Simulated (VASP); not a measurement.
# CdMo (P4/nmm) in VASP: notebook, part 2 of 2

VASP 6.6.1. Earlier steps stand in the parts before.

## Step 3: Relaxation of cell and atoms, PBE

This run uses another cell than the first one, of 19.19 Å³/atom.

Input file INCAR:

```
PREC     = Accurate       # precision mode
ENCUT    = 600            # plane-wave cutoff, eV
EDIFF    = 1E-6           # SCF threshold, eV
ISMEAR   = -1             # smearing method
SIGMA    = 0.1            # smearing width, eV
LREAL    = F              # projectors in reciprocal space
LASPH    = T              # aspherical terms in the spheres
NELM     = 100            # most SCF steps
ALGO     = Normal         # electronic algorithm
ISIF     = 3              # what is computed and relaxed
LWAVE    = F              # write WAVECAR
LCHARG   = F              # write CHGCAR
GGA      = PE             # functional
IBRION   = 2              # ionic algorithm
NSW      = 100            # ionic steps
EDIFFG   = -0.01          # ionic threshold
```

Input file KPOINTS:

```
regular mesh
0
Gamma
  11 11 4
```

Input file POSCAR:

```
CdMo
1.0
    2.9196760000      0.0000000000      0.0000000000
    0.0000000000      2.9196760000      0.0000000000
    0.0000000000      0.0000000000      9.0023340000
Mo Cd
2 2
Direct
    0.0000000000      0.5000000000      0.6080000000
    0.5000000000      0.0000000000      0.3920000000
    0.0000000000      0.5000000000      0.1300000000
    0.5000000000      0.0000000000      0.8700000000
```

Potentials or basis: VASP PAW PBE potentials, release 64 (Mo_sv, Cd).

Started as:

```sh
> cat potpaw_PBE.64/Mo_sv/POTCAR potpaw_PBE.64/Cd/POTCAR > POTCAR
> mpirun -np 1 vasp_std > vasp.out
```

OUTCAR:

```text
PREC = Accurate
   ENCUT = 600
   EDIFF = 1E-6
   ISMEAR = -1
   LREAL = F
   LASPH = T
   NELM = 100
   ISIF = 3
   GGA = PE
   IBRION = 2
   NSW = 100
   EDIFFG = -0.01

 ion  position               nearest neighbor table
   1  0.000  0.500  0.608-   2 2.84   2 2.84   2 2.84   2 2.84   4 3.13   4 3.13   4 3.13   4 3.13

   2  0.500  0.000  0.392-   1 2.84   1 2.84   1 2.84   1 2.84   3 3.13   3 3.13   3 3.13   3 3.13

   3  0.000  0.500  0.130-   4 3.12   4 3.12   4 3.12   4 3.12   2 3.13   2 3.13   2 3.13   2 3.13

   4  0.500  0.000  0.870-   3 3.12   3 3.12   3 3.12   3 3.12   1 3.13   1 3.13   1 3.13   1 3.13

  LATTYP: Found a simple tetragonal cell.
 ALAT       =     2.9196760000
 C/A-ratio  =     3.0833332192

  Lattice vectors:

 A1 = (   2.9196760000,   0.0000000000,   0.0000000000)
 A2 = (   0.0000000000,   2.9196760000,   0.0000000000)
 A3 = (   0.0000000000,   0.0000000000,   9.0023340000)

Analysis of symmetry for initial positions (statically):
=====================================================================
 Subroutine PRICEL returns:
 Original cell was already a primitive cell.

 Routine SETGRP: Setting up the symmetry group for a
 simple tetragonal supercell.

 Subroutine GETGRP returns: Found 16 space group operations
 (whereof  8 operations were pure point group operations)
 out of a pool of 16 trial point group operations.

The static configuration has the point symmetry D_2d.
 The point group associated with its full space group is D_4h.

Analysis of symmetry for dynamics (positions and initial velocities):
=====================================================================
 Subroutine PRICEL returns:
 Original cell was already a primitive cell.

 Routine SETGRP: Setting up the symmetry group for a
 simple tetragonal supercell.

 Subroutine GETGRP returns: Found 16 space group operations
 (whereof  8 operations were pure point group operations)
 out of a pool of 16 trial point group operations.

The dynamic configuration has the point symmetry D_2d.
 The point group associated with its full space group is D_4h.

 Subroutine INISYM returns: Found 16 space group operations
 (whereof  8 operations are pure point group operations),
 and found     1 'primitive' translations

----------------------------------------------------------------------------------------

                                     Primitive cell

  volume of cell :      76.7405

  direct lattice vectors                    reciprocal lattice vectors
     2.919676000  0.000000000  0.000000000     0.342503757  0.000000000  0.000000000
     0.000000000  2.919676000  0.000000000     0.000000000  0.342503757  0.000000000
     0.000000000  0.000000000  9.002334000     0.000000000  0.000000000  0.111082304

  length of vectors
     2.919676000  2.919676000  9.002334000     0.342503757  0.342503757  0.111082304

  position of ions in fractional coordinates (direct lattice)
     0.000000000  0.500000000  0.608000000
     0.500000000  0.000000000  0.392000000
     0.000000000  0.500000000  0.130000000
[... 70 lines left out ...]
 SYSTEM =  unknown system
   PREC   = accura    normal or accurate (medium, high low for compatibility)
   ISTART =      0    job   : 0-new  1-cont  2-samecut
   ICHARG =      2    charge: 1-file 2-atom 10-const
   ISPIN  =      1    spin polarized calculation?
   LNONCOLLINEAR =      F non collinear calculations
   LSORBIT =      F    spin-orbit coupling
   LASPH  =      T    aspherical Exc in radial PAW
   ENCUT  =  600.0 eV  44.10 Ry    6.64 a.u.   5.83  5.83 17.98*2*pi/ulx,y,z
   NELM   =    100;   NELMIN=  2; NELMDL= -5     # of ELM steps
   EDIFF  = 0.1E-05   stopping-criterion for ELM
   LREAL  =      F    real-space projection
   EDIFFG = -.1E-01   stopping-criterion for IOM
   NSW    =    100    number of steps for IOM
   IBRION =      2    ionic relax: 0-MD 1-quasi-New 2-CG
   NFREE  =      1    steps in history (QN), initial steepest desc. (CG)
   ISIF   =      3    stress and relaxation
   ISYM   =      2    0-nonsym 1-usesym 2-fastsym
   POTIM  = 0.5000    time-step for ionic-motion
   TEBEG  =    0.0;   TEEND  =   0.0 temperature during run
   PSTRESS=    0.0 pullay stress
   NELECT =      52.0000    total number of electrons
   NUPDOWN=      -1.0000    fix difference up-down
   EMIN   =  10.00;   EMAX   =-10.00  energy-range for DOS
   EFERMI =   0.00;   METHOD = LEGACY
   ISMEAR =    -1;   SIGMA  =   0.10  broadening in eV -4-tet -1-fermi 0-gaus
   EFERMI_NEDOS =   21; number of points for ismear=-14 and -15
   IALGO  =     38    algorithm
   IMIX   =      4    mixing-type and parameters
     AMIX     =   0.40;   BMIX     =  1.00
     AMIX_MAG =   1.60;   BMIX_MAG =  1.00
  volume/ion in A,a.u.               =      19.19       129.47
  Fermi-wavevector in a.u.,A,eV,Ry     =   1.437919  2.717273 28.131562  2.067611
  Thomas-Fermi vector in A             =   2.556943
   LORBIT       =      0    0 simple, 1 ext, 2 COOP (PROOUT), +10 PAW based schemes
   GGA     = PE    functional components
   LHFCALC =     F    Hartree Fock is set to
   AEXX    =    0.0000 exact exchange contribution
   IVDW    =     0    specifies the selected vdW correction
   LEPSILON=     F    determine dielectric tensor
   LRPA    =     F    only Hartree local field effects (RPA)
 conjugate gradient relaxation of ions
 non-spin polarized calculation
  energy-cutoff  :      600.00
  volume of cell :       76.74
 maximum number of plane-waves:      2600
 NGX is ok and might be reduce to    24
   NGX = 11   NGY = 11   NGZ = 35

--------------------------------------- Ionic step        1  -------------------------------------------

 number of electron      51.9999987 magnetization

 Free energy of the ion-electron system (eV)
  ---------------------------------------------------
  ext. energy  EPLUGINS =         0.00000000
  ---------------------------------------------------
  free energy    TOTEN  =       -21.52039182 eV

  energy without entropy =      -21.33023928  energy(sigma->0) =      -21.42531555

------------------------ aborting loop because EDIFF is reached ----------------------------------------

  FORCE on cell =-STRESS in cart. coord.  units (eV):
  Direction    XX          YY          ZZ          XY          YZ          ZX
  --------------------------------------------------------------------------------------
  -------------------------------------------------------------------------------------
  Total       -2.9824212     -2.9824212     -2.6134579      0.0000000      0.0000000      0.0000000
  in kB      -62.2665942    -62.2665942    -54.5634283      0.0000000      0.0000000      0.0000000
  external PRESSURE =     -59.6988723 kB  Pullay stress =       0.0000000 kB
[... 95 lines left out ...]
  FREE ENERGIE OF THE ION-ELECTRON SYSTEM (eV)
  ---------------------------------------------------
  free  energy   TOTEN  =       -21.6031638247 eV

  energy  without entropy=      -21.4227981663  energy(sigma->0) =      -21.51298100

[... ionic steps 4 to 38 ...]

--------------------------------------- Ionic step       39  -------------------------------------------

 number of electron      51.9999999 magnetization

------------------------ aborting loop because EDIFF is reached ----------------------------------------
[... 71 lines left out ...]
--------------------------------------- Ionic step       41  -------------------------------------------

 number of electron      51.9999999 magnetization

 Free energy of the ion-electron system (eV)
  ---------------------------------------------------
  ext. energy  EPLUGINS =         0.00000000
  ---------------------------------------------------
  free energy    TOTEN  =       -21.71045593 eV

  energy without entropy =      -21.60070557  energy(sigma->0) =      -21.65558075

 E-fermi :   7.2237     XC(G=0): -12.2331

 val. band max:        7.2096848075   @ k =   0.3636   0.2727   0.5000
 cond. band min:       7.2283863458   @ k =   0.4545   0.1818   0.5000
 fundamental gap:      0.0187015384
 Fermi energy:         7.2237486615

 k-point     1 :       0.0000    0.0000    0.0000
  band No.  band energies     occupation
      1     -53.9217      2.00000
      2     -53.8395      2.00000
      3     -28.2084      2.00000
      4     -27.7629      2.00000
      5     -27.5544      2.00000
      6     -27.5544      2.00000
[... 805 lines left out ...]
     30       9.5749      0.00000
     31       9.7414      0.00000

 [... further k-points ...]

------------------------ aborting loop because EDIFF is reached ----------------------------------------

  FORCE on cell =-STRESS in cart. coord.  units (eV):
  Direction    XX          YY          ZZ          XY          YZ          ZX
  --------------------------------------------------------------------------------------
  -------------------------------------------------------------------------------------
  Total       -0.0256088     -0.0256088      0.0136733      0.0000000      0.0000000      0.0000000
  in kB       -0.5640315     -0.5640315      0.3011538      0.0000000      0.0000000      0.0000000
  external PRESSURE =      -0.2756364 kB  Pullay stress =       0.0000000 kB
[... 19 lines left out ...]
  FREE ENERGIE OF THE ION-ELECTRON SYSTEM (eV)
  ---------------------------------------------------
  free  energy   TOTEN  =       -21.7104559334 eV

  energy  without entropy=      -21.6007055698  energy(sigma->0) =      -21.65558075

 reached required accuracy - stopping structural energy minimisation
```

Run time: 20 min. Hardware: 1 thread of Intel Xeon 6975P-C (Granite Rapids), shared host; peak memory 0.31 GiB.

Results:

```
Free energy                           : -21.7105 eV
Relaxed volume                        : 18.19 Å³/atom
Relaxed cell                          : a = 2.774 Å, b = 2.774 Å, c = 9.456 Å, α = 90.00°, β = 90.00°, γ = 90.00°
Space group after relaxing (to 0.1 Å) : P4/nmm (No. 129)
Energy gained by relaxing             : 47.5 meV/atom
Ionic steps                           : 41
Pressure after relaxing               : 0.0 GPa
Largest force after relaxing          : 0.009 eV/Å
Band gap on the k mesh                : zero (bands 26 and 27 overlap by 1.84 eV)
```

Forces on the atoms (eV/Å):
```
Mo   0.000  0.000  0.008
Mo   0.000  0.000 -0.008
Cd   0.000  0.000  0.009
Cd   0.000  0.000 -0.009
```

Step by step:
| step | energy change (eV) | largest force (eV/Å) | pressure (GPa) | volume (Å³) |
| --- | --- | --- | --- | --- |
| 1 | 0.0000 | 0.6182 | -5.97 | 76.74 |
| 3 | -0.0828 | 0.4787 | 0.45 | 73.03 |
| 5 | -0.1172 | 0.0741 | 0.45 | 72.96 |
| 7 | -0.1230 | 0.0378 | -1.10 | 73.94 |
| 9 | -0.1283 | 0.1304 | -0.28 | 73.66 |
| 11 | -0.1288 | 0.2076 | 0.10 | 73.54 |
| 13 | -0.1397 | 0.3519 | 0.27 | 73.43 |
| 15 | -0.1031 | 0.4682 | 2.61 | 72.68 |
| 17 | -0.1744 | 0.2154 | 0.95 | 73.10 |
| 19 | -0.1757 | 0.1695 | 0.54 | 73.30 |
| 21 | -0.1788 | 0.1388 | -0.22 | 73.60 |
| 23 | -0.1793 | 0.1183 | -0.72 | 73.81 |
| 25 | -0.1846 | 0.1098 | -0.30 | 73.34 |
| 27 | -0.1887 | 0.0341 | 0.02 | 72.70 |
| 29 | -0.1897 | 0.0104 | 0.14 | 72.60 |
| 31 | -0.1897 | 0.0054 | 0.42 | 72.48 |
| 33 | -0.1900 | 0.0210 | -0.10 | 72.74 |
| 35 | -0.1900 | 0.0150 | -0.01 | 72.68 |
| 37 | -0.1900 | 0.0145 | 0.03 | 72.67 |
| 39 | -0.1900 | 0.0138 | 0.02 | 72.69 |
| 41 | -0.1901 | 0.0092 | -0.03 | 72.74 |

Final structure:
```cif
data_structure
_symmetry_space_group_name_H-M 'P 1'
_symmetry_Int_Tables_number 1
_cell_length_a 2.7736
_cell_length_b 2.7736
_cell_length_c 9.4558
_cell_angle_alpha 90.000
_cell_angle_beta 90.000
_cell_angle_gamma 90.000
_cell_volume 72.74
loop_
_atom_site_label
_atom_site_type_symbol
_atom_site_fract_x
_atom_site_fract_y
_atom_site_fract_z
_atom_site_occupancy
Mo1 Mo 0.00000 0.50000 0.61771 1
Mo2 Mo 0.50000 0.00000 0.38229 1
Cd1 Cd 0.00000 0.50000 0.13781 1
Cd2 Cd 0.50000 0.00000 0.86219 1
```
